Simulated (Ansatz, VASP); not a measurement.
## TiN: VASP beside Ansatz

```
Ti N
1.0
     0.00000    2.12337    2.12337
     2.12337    0.00000    2.12337
     2.12337    2.12337    0.00000
Ti N
1 1
Direct
  0.00000 0.00000 0.00000
  0.50000 0.50000 0.50000
```

Alike in both runs: functional PBE; k mesh 18 × 18 × 18; occupations gaussian, width 0.1 eV; no spin polarisation.

Ansatz relaxed the structure, and its values are those at the end. VASP's run is a single point on that final structure, the one shown.

```csv
,VASP,Ansatz
version,VASP 6.6.1,Ansatz 0.2.0
potentials or method,"VASP PAW PBE potentials, release 64 (Ti_sv, N), cutoff 520 eV","scalar-relativistic, plane waves, PAW"
valence electrons in the cell,17,17
```

Ansatz gave:

| Item | Value |
| --- | --- |
| gap on the k mesh at the Fermi level (eV) | none |
| pressure (GPa) | 0.0 |

Which values does VASP return?

gap on the k mesh at the Fermi level (eV): none; pressure (GPa): 0.5.

A gap of «none» marks a metal or a gap that the smearing closes.
